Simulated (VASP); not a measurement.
Wanted: the native input for a VASP 6.6.1 run.

| Item | Value |
| --- | --- |
| Task | single point |
| Functional | PBE |
| Potentials or basis | VASP PAW PBE potentials, release 64 (Al, As) |
| Cutoff | 500 eV |
| k mesh | 8 × 8 × 8 |
| Occupations | gaussian, width 0.02 eV |
| Spin | no spin polarisation |
| Dipole correction | no |
| Further INCAR settings | ALGO = Normal; EDIFF = 1e-06; NBANDS = 11 |

The structure of AlAs (v.b) lies in POSCAR:

```
AlAs
1.0
    0.0000000000      2.8638561900      2.8638561900
    2.8638561900      0.0000000000      2.8638561900
    2.8638561900      2.8638561900      0.0000000000
Al As
1 1
Direct
    0.0000000000      0.0000000000      0.0000000000
    0.2500000000      0.2500000000      0.2500000000
```

The input as run:

INCAR

```
PREC = Accurate ; ENCUT = 500
EDIFF = 1E-6 ; ISMEAR = 0
SIGMA = 0.02 ; LREAL = F
LASPH = T ; NELM = 120
ALGO = Normal ; ISIF = 2
LWAVE = F ; LCHARG = F
GGA = PE ; NBANDS = 11
GGA_COMPAT = F
```

KPOINTS

```
regular mesh
0
Gamma
  8 8 8
```

Potentials or basis: VASP PAW PBE potentials, release 64 (Al, As).

Launch:

```console
$ cat potpaw_PBE.64/Al/POTCAR potpaw_PBE.64/As/POTCAR > POTCAR
$ mpirun -np 1 vasp_std > vasp.out
```

It gave:

```json
{
 "Pressure": "0.2 GPa",
 "Band gap on the k mesh": "1.49 eV, indirect (least direct gap 1.78 eV)"
}
```

Wall time 16 s on 1 thread of AMD EPYC 7R13, with other jobs on the host, peak memory 0.14 GiB.
